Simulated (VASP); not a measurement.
# MnHg (Pm-3m) in VASP: single point with RPBE

Aim: the single point of MnHg with RPBE.

All numbers are computed with VASP 6.6.1; they aren't measurements. Logs are shortened: lines on timing, memory, paths and dates and some standing lists are left out, and cuts for length are marked.

## Step 1: The cell of the first run

The structure is cubic, space group Pm-3m (No. 221). The conventional cell has a = 3.315 Å, b = 3.315 Å, c = 3.315 Å, α = 90.00°, β = 90.00°, γ = 90.00°. Mn (site symmetry m-3m) has 8 Hg at 2.87 Å and 6 Mn at 3.31 to 3.32 Å within 3.8 Å. Hg (site symmetry m-3m) has 8 Mn at 2.87 Å and 6 Hg at 3.31 Å within 3.8 Å.

## Step 2: Single point, RPBE, collinear spin, ferromagnetic start

The input, INCAR:

```
SYSTEM = MnHg
ALGO     = Normal         ! electronic algorithm
EDIFF    = 1E-6           ! SCF threshold, eV
ENCUT    = 520            ! plane-wave cutoff, eV
GGA      = RP             ! functional
ISIF     = 2              ! what is computed and relaxed
ISMEAR   = -1             ! smearing method
ISPIN    = 2              ! spin polarisation
LASPH    = .TRUE.         ! aspherical terms in the spheres
LCHARG   = .FALSE.        ! write CHGCAR
LMAXMIX  = 4              ! l up to which the mixer works
LORBIT   = 11             ! projections on sites
LREAL    = .FALSE.        ! projectors in reciprocal space
LWAVE    = .FALSE.        ! write WAVECAR
MAGMOM   = 4 4 0 0        ! initial moments
NBANDS   = 37             ! bands
NELM     = 150            ! most SCF steps
PREC     = Accurate       ! precision mode
SIGMA    = 0.1            ! smearing width, eV
```

The input, KPOINTS:

```
k-points
0
G
  9 9 9
  0 0 0
```

The input, POSCAR:

```
MnHg
1.0
    3.3150000000      3.3150000000      0.0000000000
    3.3150000000      0.0000000000      3.3150000000
    3.3150000000      0.0000000000     -3.3150000000
Mn Hg
2 2
Direct
    0.5000000000      0.2500000000      0.7500000000
    0.5000000000      0.7500000000      0.2500000000
    0.0000000000      0.0000000000      0.0000000000
    0.0000000000      0.5000000000      0.5000000000
```

Potentials or basis: VASP PAW PBE potentials, release 64 (Mn_pv, Hg).

The run is started by

```sh
> cat potpaw_PBE.64/Mn_pv/POTCAR potpaw_PBE.64/Hg/POTCAR > POTCAR
> mpirun -np 1 vasp_std > vasp.out
```

OUTCAR:

```text
SYSTEM = MnHg
   EDIFF = 1E-6
   ENCUT = 520
   GGA = RP
   ISIF = 2
   ISMEAR = -1
   ISPIN = 2
   LASPH = .TRUE.
   LORBIT = 11
   LREAL = .FALSE.
   NELM = 150
   PREC = Accurate

 ion  position               nearest neighbor table
   1  0.500  0.250  0.750-   3 2.87   4 2.87   3 2.87   4 2.87   3 2.87   4 2.87   3 2.87   4 2.87

   2  0.500  0.750  0.250-   3 2.87   4 2.87   3 2.87   4 2.87   4 2.87   3 2.87   4 2.87   3 2.87

   3  0.000  0.000  0.000-   1 2.87   2 2.87   1 2.87   2 2.87   2 2.87   1 2.87   2 2.87   1 2.87
                             4 3.31   4 3.31   4 3.31   4 3.31   4 3.31   4 3.31
   4  0.000  0.500  0.500-   1 2.87   2 2.87   1 2.87   2 2.87   1 2.87   2 2.87   1 2.87   2 2.87
                             3 3.31   3 3.31   3 3.31   3 3.31   3 3.31   3 3.31

  LATTYP: Found a face centered cubic cell.
 ALAT       =     6.6300000000

  Lattice vectors:

 A1 = (   3.3150000000,   3.3150000000,   0.0000000000)
 A2 = (   3.3150000000,   0.0000000000,  -3.3150000000)
 A3 = (   0.0000000000,   3.3150000000,  -3.3150000000)

Analysis of symmetry for initial positions (statically):
=====================================================================
 Subroutine PRICEL returns following result:

  LATTYP: Found a simple cubic cell.
 ALAT       =     3.3150000000

  Lattice vectors:

 A1 = (   0.0000000000,   3.3150000000,   0.0000000000)
 A2 = (   0.0000000000,   0.0000000000,   3.3150000000)
 A3 = (   3.3150000000,   0.0000000000,   0.0000000000)

   2 primitive cells build up your supercell.

 Routine SETGRP: Setting up the symmetry group for a
 face centered cubic supercell.

 Subroutine GETGRP returns: Found 48 space group operations
 (whereof 48 operations were pure point group operations)
 out of a pool of 48 trial point group operations.

The static configuration has the point symmetry O_h .

Analysis of symmetry for dynamics (positions and initial velocities):
=====================================================================
 Subroutine PRICEL returns following result:

  LATTYP: Found a simple cubic cell.
 ALAT       =     3.3150000000

  Lattice vectors:

 A1 = (   0.0000000000,   3.3150000000,   0.0000000000)
 A2 = (   0.0000000000,   0.0000000000,   3.3150000000)
 A3 = (   3.3150000000,   0.0000000000,   0.0000000000)

   2 primitive cells build up your supercell.

 Routine SETGRP: Setting up the symmetry group for a
 face centered cubic supercell.

 Subroutine GETGRP returns: Found 48 space group operations
 (whereof 48 operations were pure point group operations)
 out of a pool of 48 trial point group operations.

The dynamic configuration has the point symmetry O_h .

Analysis of structural, dynamic, and magnetic symmetry:
=====================================================================
 Subroutine PRICEL returns following result:

  LATTYP: Found a simple cubic cell.
 ALAT       =     3.3150000000

  Lattice vectors:

 A1 = (   0.0000000000,   3.3150000000,   0.0000000000)
 A2 = (   0.0000000000,   0.0000000000,   3.3150000000)
 A3 = (   3.3150000000,   0.0000000000,   0.0000000000)

   2 primitive cells build up your supercell.

 Routine SETGRP: Setting up the symmetry group for a
 face centered cubic supercell.

 Subroutine GETGRP returns: Found 48 space group operations
 (whereof 48 operations were pure point group operations)
 out of a pool of 48 trial point group operations.

The overall configuration has the point symmetry O_h .

 Subroutine INISYM returns: Found 48 space group operations
 (whereof 48 operations are pure point group operations),
 and found     2 'primitive' translations

----------------------------------------------------------------------------------------

                                     Primitive cell

  volume of cell :      36.4293

  direct lattice vectors                    reciprocal lattice vectors
     0.000000000  3.315000000  0.000000000     0.000000000  0.301659125  0.000000000
     0.000000000  0.000000000  3.315000000     0.000000000  0.000000000  0.301659125
     3.315000000  0.000000000  0.000000000     0.301659125  0.000000000  0.000000000

  length of vectors
     3.315000000  3.315000000  3.315000000     0.301659125  0.301659125  0.301659125

  position of ions in fractional coordinates (direct lattice)
     0.500000000  0.500000000  0.500000000
     0.000000000  0.000000000  0.000000000

  ion indices of the primitive-cell ions
   primitive index   ion index
                 1           1
                 2           3

----------------------------------------------------------------------------------------

 KPOINTS: k-points

Automatic generation of k-mesh.
 Grid dimensions read from file:
 generate k-points for:    9    9    9

 Generating k-lattice:

  Cartesian coordinates                     Fractional coordinates (reciprocal lattice)
     0.000000000  0.033517681  0.000000000     0.111111111  0.000000000  0.000000000
     0.016758840 -0.016758840  0.016758840     0.000000000  0.111111111  0.000000000
     0.016758840 -0.016758840 -0.016758840     0.000000000  0.000000000  0.111111111

  Length of vectors
     0.033517681  0.029027163  0.029027163

  Shift w.r.t. Gamma in fractional coordinates (k-lattice)
     0.000000000  0.000000000  0.000000000

 Subroutine IBZKPT returns following result:
 ===========================================

 Found     35 irreducible k-points:

 Following reciprocal coordinates:
            Coordinates               Weight
  0.000000  0.000000  0.000000      1.000000
  0.111111  0.000000  0.000000      6.000000
  0.222222  0.000000  0.000000      6.000000
  0.333333  0.000000  0.000000      6.000000
  0.444444  0.000000  0.000000      6.000000
  0.000000  0.111111  0.000000      8.000000
[... 16 lines left out ...]
  0.222222  0.444444  0.000000     12.000000
 -0.444444  0.444444  0.000000     24.000000
 [... further k-points ...]
   k-points           NKPTS =     35   k-points in BZ     NKDIM =     35   number of bands    NBANDS=     37
   number of dos      NEDOS =    301   number of ions     NIONS =      4
   total plane-waves  NPLWV =  46656
   dimension x,y,z NGX =    36 NGY =   36 NGZ =   36
   dimension x,y,z NGXF=    72 NGYF=   72 NGZF=   72
   ions per type =               2   2
   NGX,Y,Z   is equivalent  to a cutoff of  12.77, 12.77, 12.77 a.u.
   NGXF,Y,Z  is equivalent  to a cutoff of  25.53, 25.53, 25.53 a.u.
 SYSTEM =  MnHg
   PREC   = accura    normal or accurate (medium, high low for compatibility)
   ISTART =      0    job   : 0-new  1-cont  2-samecut
   ICHARG =      2    charge: 1-file 2-atom 10-const
   ISPIN  =      2    spin polarized calculation?
   LNONCOLLINEAR =      F non collinear calculations
   LSORBIT =      F    spin-orbit coupling
   LASPH  =      T    aspherical Exc in radial PAW
   ENCUT  =  520.0 eV  38.22 Ry    6.18 a.u.   8.72  8.72  8.72*2*pi/ulx,y,z
   NELM   =    150;   NELMIN=  2; NELMDL= -5     # of ELM steps
   EDIFF  = 0.1E-05   stopping-criterion for ELM
   LREAL  =      F    real-space projection
   EDIFFG = 0.1E-04   stopping-criterion for IOM
   NSW    =      0    number of steps for IOM
   IBRION =     -1    ionic relax: 0-MD 1-quasi-New 2-CG
   NFREE  =      0    steps in history (QN), initial steepest desc. (CG)
   ISIF   =      2    stress and relaxation
   ISYM   =      2    0-nonsym 1-usesym 2-fastsym
   POTIM  = 0.5000    time-step for ionic-motion
   TEBEG  =    0.0;   TEEND  =   0.0 temperature during run
   PSTRESS=    0.0 pullay stress
   NELECT =      50.0000    total number of electrons
   NUPDOWN=      -1.0000    fix difference up-down
   EMIN   =  10.00;   EMAX   =-10.00  energy-range for DOS
   EFERMI =   0.00;   METHOD = LEGACY
   ISMEAR =    -1;   SIGMA  =   0.10  broadening in eV -4-tet -1-fermi 0-gaus
   EFERMI_NEDOS =   21; number of points for ismear=-14 and -15
   IALGO  =     38    algorithm
   IMIX   =      4    mixing-type and parameters
     AMIX     =   0.40;   BMIX     =  1.00
     AMIX_MAG =   1.60;   BMIX_MAG =  1.00
  volume/ion in A,a.u.               =      18.21       122.92
  Fermi-wavevector in a.u.,A,eV,Ry     =   1.444014  2.728790 28.370534  2.085175
  Thomas-Fermi vector in A             =   2.562356
   LORBIT       =     11    0 simple, 1 ext, 2 COOP (PROOUT), +10 PAW based schemes
   GGA     = RP    functional components
   LHFCALC =     F    Hartree Fock is set to
   AEXX    =    0.0000 exact exchange contribution
   IVDW    =     0    specifies the selected vdW correction
   LEPSILON=     F    determine dielectric tensor
   LRPA    =     F    only Hartree local field effects (RPA)
 spin polarized calculation
  energy-cutoff  :      520.00
  volume of cell :       72.86
 maximum number of plane-waves:      1980
   NGX = 17   NGY = 17   NGZ = 17

 number of electron      49.9999995 magnetization       7.8326697

 Free energy of the ion-electron system (eV)
  ---------------------------------------------------
  ext. energy  EPLUGINS =         0.00000000
  ---------------------------------------------------
  free energy    TOTEN  =       -15.38093383 eV

  energy without entropy =      -15.28272920  energy(sigma->0) =      -15.33183151

 E-fermi :   5.6980     XC(G=0): -11.5695

 val. band max:        5.6858161033   @ k =  -0.4444   0.3333   0.1111
 cond. band min:       5.7106371773   @ k =   0.4444   0.0000   0.0000
 fundamental gap:      0.0248210740
 Fermi energy:         5.6980415298

 spin component 1

 k-point     1 :       0.0000    0.0000    0.0000
  band No.  band energies     occupation
      1     -44.6151      1.00000
      2     -44.6151      1.00000
      3     -44.6151      1.00000
      4     -44.6017      1.00000
      5     -44.6017      1.00000
      6     -44.6017      1.00000
[... 29 lines left out ...]
     36      10.5658      0.00000
     37      10.5658      0.00000

 k-point     2 :       0.1111    0.0000    0.0000
  band No.  band energies     occupation
      1     -44.6152      1.00000
      2     -44.6152      1.00000
      3     -44.6133      1.00000
      4     -44.6036      1.00000
      5     -44.6016      1.00000
      6     -44.6016      1.00000
[... 872 lines left out ...]
 k-point    24 :      -0.4444    0.4444    0.0000
  band No.  band energies     occupation
      1     -44.6127      1.00000
      2     -44.6102      1.00000
      3     -44.6099      1.00000
      4     -44.6069      1.00000
      5     -44.6069      1.00000
      6     -44.6043      1.00000
[... 29 lines left out ...]
     36      14.4155      0.00000
     37      15.0804      0.00000

 [... further k-points ...]

 spin component 2

 k-point     1 :       0.0000    0.0000    0.0000
  band No.  band energies     occupation
      1     -40.5204      1.00000
      2     -40.5204      1.00000
      3     -40.5204      1.00000
      4     -40.5039      1.00000
      5     -40.5039      1.00000
      6     -40.5039      1.00000
[... 29 lines left out ...]
     36      11.2563      0.00000
     37      11.2563      0.00000

 k-point     2 :       0.1111    0.0000    0.0000
  band No.  band energies     occupation
      1     -40.5206      1.00000
      2     -40.5206      1.00000
      3     -40.5182      1.00000
      4     -40.5064      1.00000
      5     -40.5038      1.00000
      6     -40.5038      1.00000
[... 872 lines left out ...]
 k-point    24 :      -0.4444    0.4444    0.0000
  band No.  band energies     occupation
      1     -40.5175      1.00000
      2     -40.5145      1.00000
      3     -40.5141      1.00000
      4     -40.5103      1.00000
      5     -40.5103      1.00000
      6     -40.5072      1.00000
[... 29 lines left out ...]
     36      15.3155      0.00000
     37      15.8515      0.00000

 [... further k-points ...]

------------------------ aborting loop because EDIFF is reached ----------------------------------------

  FORCE on cell =-STRESS in cart. coord.  units (eV):
  Direction    XX          YY          ZZ          XY          YZ          ZX
  --------------------------------------------------------------------------------------
  -------------------------------------------------------------------------------------
  Total        1.9689191      1.9689191      1.9689191     -0.0000000     -0.0000000     -0.0000000
  in kB       43.2970052     43.2970052     43.2970052     -0.0000000     -0.0000000     -0.0000000
  external PRESSURE =      43.2970052 kB  Pullay stress =       0.0000000 kB

 VOLUME and BASIS-vectors are now :
 -----------------------------------------------------------------------------
  energy-cutoff  :      520.00
  volume of cell :       72.86
      direct lattice vectors                 reciprocal lattice vectors
     3.315000000  3.315000000  0.000000000     0.000000000  0.301659125  0.000000000
     3.315000000  0.000000000  3.315000000     0.150829563 -0.150829563  0.150829563
     3.315000000  0.000000000 -3.315000000     0.150829563 -0.150829563 -0.150829563

 POSITION                                       TOTAL-FORCE (eV/Angst)
 -----------------------------------------------------------------------------------
      4.97250      1.65750     -1.65750        -0.000000     -0.000000      0.000000
      4.97250      1.65750      1.65750         0.000000      0.000000     -0.000000
      0.00000      0.00000      0.00000         0.000000      0.000000     -0.000000
      3.31500      0.00000      0.00000         0.000000      0.000000     -0.000000
 -----------------------------------------------------------------------------------
    total drift:                                0.000000      0.000000     -0.000000

  FREE ENERGIE OF THE ION-ELECTRON SYSTEM (eV)
  ---------------------------------------------------
  free  energy   TOTEN  =       -15.3809338270 eV

  energy  without entropy=      -15.2827291998  energy(sigma->0) =      -15.33183151

 total charge

# of ion       s       p       d       tot
------------------------------------------
    1        0.248   6.172   4.972  11.392
    2        0.248   6.172   4.972  11.392
    3        0.817   0.518   9.259  10.594
    4        0.817   0.518   9.259  10.594
--------------------------------------------------
tot          2.129  13.380  28.464  43.972

 magnetization (x)

# of ion       s       p       d       tot
------------------------------------------
    1        0.028   0.017   3.797   3.841
    2        0.028   0.017   3.797   3.841
    3       -0.044  -0.063   0.047  -0.060
    4       -0.044  -0.063   0.047  -0.060
--------------------------------------------------
tot         -0.033  -0.092   7.687   7.562
```

Run time: 2.9 min. Hardware: 1 thread of AMD EPYC 7R13 (Zen 3), shared host; peak memory 0.29 GiB.

Results:

* Free energy: -15.3809 eV
* Pressure: 4.3 GPa
* Net moment: 7.83 μB per cell
* Site moments: Mn +3.84; Hg -0.06 μB
* Valence electrons inside the program's atomic spheres: Mn 11.39; Hg 10.59

Levels at points of the mesh, in eV from the Fermi level:
Spin up:
| k point | band 27 | band 28 | band 29 | band 30 | band 31 | band 32 |
| --- | --- | --- | --- | --- | --- | --- |
| (0.00, 0.00, 0.00) | -2.09 | 0.45 | 4.07 | 4.07 | 4.07 | 4.49 |
Spin down:
| k point | band 18 | band 19 | band 20 | band 21 | band 22 | band 23 | band 24 | band 25 |
| --- | --- | --- | --- | --- | --- | --- | --- | --- |
| (0.00, 0.00, 0.00) | -1.57 | -1.57 | -1.57 | 0.29 | 0.35 | 0.35 | 1.52 | 1.52 |

Caveat: the cell stands under pressure; the PAW data sets were made with another functional, which shifts forces and pressure a little; spin-orbit coupling is left out, which moves the levels of the heavy elements.
